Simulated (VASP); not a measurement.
# NiSb (P1) in VASP: single point with PBEsol+U

Aim: the single point of NiSb with PBEsol+U.

All numbers are computed with VASP 6.6.1; they aren't measurements. Logs are shortened: lines on timing, memory, paths and dates and some standing lists are left out, and cuts for length are marked.

## Step 1: The cell of the first run

The typed cell holds 4 atoms: a = 6.826 Å, b = 6.826 Å, c = 6.826 Å, α = 33.56°, β = 33.56°, γ = 33.56°.

## Step 2: Single point, PBEsol+U, collinear spin, ferromagnetic start

Contents of INCAR:

```
  PREC = Accurate
  ENCUT = 600
  EDIFF = 1E-6
  ISMEAR = 0
  SIGMA = 0.0747
  LREAL = F
  LASPH = T
  NELM = 200
  ALGO = Normal
  ISIF = 2
  LWAVE = F
  LCHARG = F
  ISPIN = 2
  MAGMOM = 3 3 0 0
  LORBIT = 11
  LMAXMIX = 4
  LDAU = T
  LDAUTYPE = 2
  LDAUL = 2 -1
  LDAUU = 5.87 0
  LDAUJ = 0 0
  LDAUPRINT = 1
  GGA = PS
  ISYM = 0
  NBANDS = 27
  GGA_COMPAT = F
```

Contents of KPOINTS:

```
regular mesh
0
Gamma
  6 6 6
```

Contents of POSCAR:

```
NiSb
1.0
    5.5737736000      2.7868868000      2.7868868000
    2.7868868000      5.5737736000      2.7868868000
    2.7868868000      2.7868868000      5.5737736000
Ni Sb
2 2
Direct
    0.0001336366     -0.0007167390      0.0006920315
    0.4993570355      0.5010346427      0.5004487313
    0.2483222043      0.2517397493      0.2504310870
    0.7496610853      0.7505360665      0.7507707277
```

Potentials or basis: VASP PAW PBE potentials, release 64 (Ni, Sb).

On the command line:

```
$ cat potpaw_PBE.64/Ni/POTCAR potpaw_PBE.64/Sb/POTCAR > POTCAR
$ mpirun -np 1 vasp_std > vasp.out
```

OUTCAR:

```text
PREC = Accurate
   ENCUT = 600
   EDIFF = 1E-6
   ISMEAR = 0
   LREAL = F
   LASPH = T
   NELM = 200
   ISIF = 2
   ISPIN = 2
   LORBIT = 11
   GGA = PS
   ISYM = 0

 ion  position               nearest neighbor table
   1  0.000  0.999  0.001-   3 2.78   3 2.79   4 2.79   4 2.79   3 2.79   4 2.79
   2  0.499  0.501  0.500-   3 2.78   4 2.79   4 2.79   3 2.79   3 2.79   4 2.79
   3  0.248  0.252  0.250-   1 2.78   2 2.78   2 2.79   1 2.79   2 2.79   1 2.79
   4  0.750  0.751  0.751-   2 2.79   2 2.79   2 2.79   1 2.79   1 2.79   1 2.79

IMPORTANT INFORMATION: All symmetrisations will be switched off!
NOSYMM: (Re-)initialisation of all symmetry stuff for point group C_1.

----------------------------------------------------------------------------------------

                                     Primitive cell

  volume of cell :      86.5801

  direct lattice vectors                    reciprocal lattice vectors
     5.573773600  2.786886800  2.786886800     0.269117497 -0.089705832 -0.089705832
     2.786886800  5.573773600  2.786886800    -0.089705832  0.269117497 -0.089705832
     2.786886800  2.786886800  5.573773600    -0.089705832 -0.089705832  0.269117497

  length of vectors
     6.826450631  6.826450631  6.826450631     0.297520587  0.297520587  0.297520587

  position of ions in fractional coordinates (direct lattice)
     0.000133637  0.999283261  0.000692032
     0.499357035  0.501034643  0.500448731
     0.248322204  0.251739749  0.250431087
     0.749661085  0.750536066  0.750770728

  ion indices of the primitive-cell ions
   primitive index   ion index
                 1           1
                 2           2
                 3           3
                 4           4

----------------------------------------------------------------------------------------

 KPOINTS: regular mesh

Automatic generation of k-mesh.
 Grid dimensions read from file:
 generate k-points for:    6    6    6

 Generating k-lattice:

  Cartesian coordinates                     Fractional coordinates (reciprocal lattice)
     0.044852916 -0.014950972 -0.014950972     0.166666667  0.000000000  0.000000000
    -0.014950972  0.044852916 -0.014950972     0.000000000  0.166666667  0.000000000
    -0.014950972 -0.014950972  0.044852916     0.000000000  0.000000000  0.166666667

  Length of vectors
     0.049586765  0.049586765  0.049586765

  Shift w.r.t. Gamma in fractional coordinates (k-lattice)
     0.000000000  0.000000000  0.000000000

 Subroutine IBZKPT returns following result:
 ===========================================

 Found    112 irreducible k-points:

 Following reciprocal coordinates:
            Coordinates               Weight
  0.000000  0.000000  0.000000      1.000000
  0.166667  0.000000  0.000000      2.000000
  0.000000  0.166667  0.000000      2.000000
  0.000000  0.000000  0.166667      2.000000
  0.333333 -0.000000 -0.000000      2.000000
 -0.000000  0.333333 -0.000000      2.000000
[... 16 lines left out ...]
 -0.166667  0.500000 -0.000000      2.000000
  0.166667  0.000000  0.500000      2.000000
[... 70 lines left out ...]
  0.0006 -0.0003  0.9421 -0.0003 -0.0000
  0.0003  0.0002 -0.0003  0.9560 -0.0005
  0.0000  0.0005 -0.0000 -0.0005  0.9421

spin component  2

  0.9520  0.0001  0.0004  0.0001  0.0003
  0.0001  0.9520 -0.0000  0.0001  0.0005
  0.0004 -0.0000  0.4242 -0.0003 -0.0014
  0.0001  0.0001 -0.0003  0.9520 -0.0003
  0.0003  0.0005 -0.0014 -0.0003  0.4239

 occupancies and eigenvectors

  o =  0.4227  v =  0.0000  0.0000  0.0000  0.0000  0.0000  0.0010  0.0006 -0.6660 -0.0007 -0.7459      0.0000  0.0000  0.0000  0.0000  0.0000  0.0000  0.0000  0.0000  0.0000  0.0000
  o =  0.4255  v =  0.0000  0.0000  0.0000  0.0000  0.0000 -0.0002  0.0007  0.7459  0.0001 -0.6660      0.0000  0.0000  0.0000  0.0000  0.0000  0.0000  0.0000  0.0000  0.0000  0.0000
  o =  0.9420  v = -0.0291 -0.0168  0.6334  0.0419  0.7719  0.0000  0.0000  0.0000  0.0000  0.0000      0.0000  0.0000  0.0000  0.0000  0.0000  0.0000  0.0000  0.0000  0.0000  0.0000
  o =  0.9422  v =  0.0311 -0.0393 -0.7721  0.0059  0.6335  0.0000  0.0000  0.0000  0.0000  0.0000      0.0000  0.0000  0.0000  0.0000  0.0000  0.0000  0.0000  0.0000  0.0000  0.0000
  o =  0.9519  v =  0.0000  0.0000  0.0000  0.0000  0.0000  0.4955  0.3417  0.0008 -0.7985  0.0010      0.0000  0.0000  0.0000  0.0000  0.0000  0.0000  0.0000  0.0000  0.0000  0.0000
  o =  0.9519  v =  0.0000  0.0000  0.0000  0.0000  0.0000 -0.6493  0.7564 -0.0005 -0.0792  0.0003      0.0000  0.0000  0.0000  0.0000  0.0000  0.0000  0.0000  0.0000  0.0000  0.0000
  o =  0.9521  v =  0.0000  0.0000  0.0000  0.0000  0.0000  0.5770  0.5577  0.0001  0.5967  0.0006      0.0000  0.0000  0.0000  0.0000  0.0000  0.0000  0.0000  0.0000  0.0000  0.0000
  o =  0.9558  v =  0.5894  0.1957  0.0385 -0.7819  0.0373  0.0000  0.0000  0.0000  0.0000  0.0000      0.0000  0.0000  0.0000  0.0000  0.0000  0.0000  0.0000  0.0000  0.0000  0.0000
  o =  0.9558  v =  0.5642 -0.7922  0.0347  0.2270 -0.0367  0.0000  0.0000  0.0000  0.0000  0.0000      0.0000  0.0000  0.0000  0.0000  0.0000  0.0000  0.0000  0.0000  0.0000  0.0000
  o =  0.9565  v =  0.5766  0.5764  0.0004  0.5791  0.0025  0.0000  0.0000  0.0000  0.0000  0.0000      0.0000  0.0000  0.0000  0.0000  0.0000  0.0000  0.0000  0.0000  0.0000  0.0000

atom =   2  type =  1  l = 2

 onsite density matrix

spin component  1

  0.9559  0.0003  0.0006  0.0002 -0.0000
  0.0003  0.9559 -0.0003  0.0003  0.0005
  0.0006 -0.0003  0.9418 -0.0003  0.0000
  0.0002  0.0003 -0.0003  0.9559 -0.0005
 -0.0000  0.0005  0.0000 -0.0005  0.9418

spin component  2

  0.9519  0.0001  0.0004  0.0001 -0.0004
  0.0001  0.9519 -0.0004  0.0001  0.0003
  0.0004 -0.0004  0.4254 -0.0001  0.0013
  0.0001  0.0001 -0.0001  0.9519 -0.0005
 -0.0004  0.0003  0.0013 -0.0005  0.4259

 occupancies and eigenvectors

  o =  0.4243  v =  0.0000  0.0000  0.0000  0.0000  0.0000  0.0011 -0.0009 -0.7734  0.0004  0.6340      0.0000  0.0000  0.0000  0.0000  0.0000  0.0000  0.0000  0.0000  0.0000  0.0000
  o =  0.4270  v =  0.0000  0.0000  0.0000  0.0000  0.0000 -0.0000  0.0001  0.6340  0.0009  0.7734      0.0000  0.0000  0.0000  0.0000  0.0000  0.0000  0.0000  0.0000  0.0000  0.0000
  o =  0.9417  v =  0.0305 -0.0408 -0.6811  0.0132  0.7303  0.0000  0.0000  0.0000  0.0000  0.0000      0.0000  0.0000  0.0000  0.0000  0.0000  0.0000  0.0000  0.0000  0.0000  0.0000
  o =  0.9418  v = -0.0283 -0.0075  0.7304  0.0394  0.6813  0.0000  0.0000  0.0000  0.0000  0.0000      0.0000  0.0000  0.0000  0.0000  0.0000  0.0000  0.0000  0.0000  0.0000  0.0000
  o =  0.9518  v =  0.0000  0.0000  0.0000  0.0000  0.0000 -0.5872  0.7824 -0.0010 -0.2074  0.0010      0.0000  0.0000  0.0000  0.0000  0.0000  0.0000  0.0000  0.0000  0.0000  0.0000
  o =  0.9518  v =  0.0000  0.0000  0.0000  0.0000  0.0000 -0.5628 -0.2105 -0.0005  0.7993 -0.0005      0.0000  0.0000  0.0000  0.0000  0.0000  0.0000  0.0000  0.0000  0.0000  0.0000
  o =  0.9520  v =  0.0000  0.0000  0.0000  0.0000  0.0000  0.5817  0.5861 -0.0001  0.5640 -0.0006      0.0000  0.0000  0.0000  0.0000  0.0000  0.0000  0.0000  0.0000  0.0000  0.0000
  o =  0.9557  v =  0.6210 -0.7682  0.0401  0.1466 -0.0341  0.0000  0.0000  0.0000  0.0000  0.0000      0.0000  0.0000  0.0000  0.0000  0.0000  0.0000  0.0000  0.0000  0.0000  0.0000
  o =  0.9557  v =  0.5289  0.2746  0.0317 -0.8016  0.0373  0.0000  0.0000  0.0000  0.0000  0.0000      0.0000  0.0000  0.0000  0.0000  0.0000  0.0000  0.0000  0.0000  0.0000  0.0000
  o =  0.9564  v =  0.5770  0.5769 -0.0004  0.5782 -0.0027  0.0000  0.0000  0.0000  0.0000  0.0000      0.0000  0.0000  0.0000  0.0000  0.0000  0.0000  0.0000  0.0000  0.0000  0.0000

 number of electron      30.0000002 magnetization       1.8596425

 Free energy of the ion-electron system (eV)
  ---------------------------------------------------
  ext. energy  EPLUGINS =         0.00000000
  ---------------------------------------------------
  free energy    TOTEN  =       -13.84475658 eV

  energy without entropy =      -13.83561727  energy(sigma->0) =      -13.84018693

 E-fermi :   6.7327     XC(G=0): -10.5373

 val. band max:        6.7147180249   @ k =  -0.1667   0.1667   0.0000
 cond. band min:       6.7515969288   @ k =   0.0000   0.0000   0.1667
 fundamental gap:      0.0368789038
 Fermi energy:         6.7326658079

 spin component 1

 k-point     1 :       0.0000    0.0000    0.0000
  band No.  band energies     occupation
      1      -4.3788      1.00000
      2      -2.2234      1.00000
      3       0.9798      1.00000
      4       1.5824      1.00000
      5       1.5829      1.00000
      6       1.9187      1.00000
[... 1433 lines left out ...]
     26      17.6197      0.00000
     27      17.9874      0.00000

 [... further k-points ...]

------------------------ aborting loop because EDIFF is reached ----------------------------------------

  FORCE on cell =-STRESS in cart. coord.  units (eV):
  Direction    XX          YY          ZZ          XY          YZ          ZX
  --------------------------------------------------------------------------------------
  -------------------------------------------------------------------------------------
  Total       -5.9281854     -5.9269237     -5.9269036     -0.0260379     -0.0259983     -0.0260185
  in kB     -109.7019594   -109.6786109   -109.6782392     -0.4818346     -0.4811023     -0.4814755
  external PRESSURE =    -109.6862698 kB  Pullay stress =       0.0000000 kB

 VOLUME and BASIS-vectors are now :
 -----------------------------------------------------------------------------
  energy-cutoff  :      600.00
  volume of cell :       86.58
      direct lattice vectors                 reciprocal lattice vectors
     5.573773600  2.786886800  2.786886800     0.269117497 -0.089705832 -0.089705832
     2.786886800  5.573773600  2.786886800    -0.089705832  0.269117497 -0.089705832
     2.786886800  2.786886800  5.573773600    -0.089705832 -0.089705832  0.269117497

 POSITION                                       TOTAL-FORCE (eV/Angst)
 -----------------------------------------------------------------------------------
      2.78756      5.57208      2.78912        -0.000206      0.013739      0.003821
      5.57432      5.57900      5.57737        -0.002523     -0.006409     -0.002101
      2.78359      2.79311      2.78946         0.006427     -0.008409      0.000511
      8.36241      8.36485      8.36551        -0.003698      0.001079     -0.002231
 -----------------------------------------------------------------------------------
    total drift:                               -0.000017     -0.000012     -0.000013

  FREE ENERGIE OF THE ION-ELECTRON SYSTEM (eV)
  ---------------------------------------------------
  free  energy   TOTEN  =       -13.8447565773 eV

  energy  without entropy=      -13.8356172749  energy(sigma->0) =      -13.84018693

 total charge

# of ion       s       p       d       tot
------------------------------------------
    1        0.396   0.282   8.432   9.109
    2        0.396   0.283   8.434   9.112
    3        1.165   1.175   0.028   2.368
    4        1.166   1.174   0.028   2.367
--------------------------------------------------
tot          3.123   2.913  16.921  22.957

 magnetization (x)

# of ion       s       p       d       tot
------------------------------------------
    1        0.027   0.013   1.049   1.088
    2        0.026   0.013   1.045   1.084
    3        0.018  -0.098   0.003  -0.078
    4        0.018  -0.099   0.003  -0.078
--------------------------------------------------
tot          0.088  -0.172   2.099   2.015
```

Run time: 46 min. Hardware: 1 thread of Intel Xeon 6975P-C (Granite Rapids), shared host; peak memory 0.88 GiB.

Results:

| Item | Value |
| --- | --- |
| Free energy | -13.8448 eV |
| Pressure | -11.0 GPa |
| Largest force | 0.014 eV/Å |
| Net moment | 1.86 μB per cell |
| Site moments | Ni +1.09, +1.08; Sb -0.08 μB |
| Valence electrons inside the program's atomic spheres | Ni 9.11; Sb 2.37 |

Forces in eV/Å, atoms in the order of the input:
```
Ni   0.000  0.014  0.004
Ni  -0.003 -0.006 -0.002
Sb   0.006 -0.008  0.001
Sb  -0.004  0.001 -0.002
```

Eigenvalues of the final occupation matrices:
| site | spin | trace | eigenvalues |
| --- | --- | --- | --- |
| site 1 d | 1 | 4.75 | 0.94 0.94 0.96 0.96 0.96 |
| site 1 d | 2 | 3.70 | 0.42 0.43 0.95 0.95 0.95 |
| site 2 d | 1 | 4.75 | 0.94 0.94 0.96 0.96 0.96 |
| site 2 d | 2 | 3.71 | 0.42 0.43 0.95 0.95 0.95 |

Caveat: the cell stands under tension; the PAW data sets were made with another functional, which shifts forces and pressure a little; spin-orbit coupling is left out, which moves the levels of the heavy elements; the U is typed as a test and isn't derived for this compound.
